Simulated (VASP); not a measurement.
## KF: G0W0 quasiparticle levels with r2SCAN

KF:

```xyz
2
Lattice="3.1789 0.0000 0.0000 0.0000 3.1789 0.0000 0.0000 0.0000 3.1789" Properties=species:S:1:pos:R:3 pbc="T T T"
K     0.0000    0.0000    0.0000
F     1.5894    1.5894    1.5894
```

* Program: VASP 6.6.1
* Task: G0W0 quasiparticle levels
* Functional: r2SCAN
* Potentials or basis: VASP PAW PBE potentials, release 64 (K_sv_GW, F_GW)
* Cutoff: 500 eV
* k mesh: 6 × 6 × 6
* Occupations: gaussian, width 0.01 eV
* Spin: no spin polarisation
* Dipole correction: no
* GW scheme: G0W0
* GW iterations: 1
* Cutoff of the response function: 100
* Frequency points: 96
* Empty bands: 72
* Further INCAR settings: ALGO = EVGW0; EDIFF = 1e-08; NBANDS = 80

The quasiparticle gap is 10.61 eV. The least direct quasiparticle gap is 10.65 eV and the band gap of the starting levels on the mesh is 7.74 eV. The least direct gap of the starting levels on the mesh is 7.77 eV.

It took 8.1 min on 1 thread of AMD EPYC 7R13 Processor (Zen 3), on a shared host, peak memory 0.47 GiB.

Caveat: bands, screening cutoff and mesh are small and nothing is extrapolated, so the quasiparticle values aren't converged; the structure was generated, so it needn't be the stable form of KF.
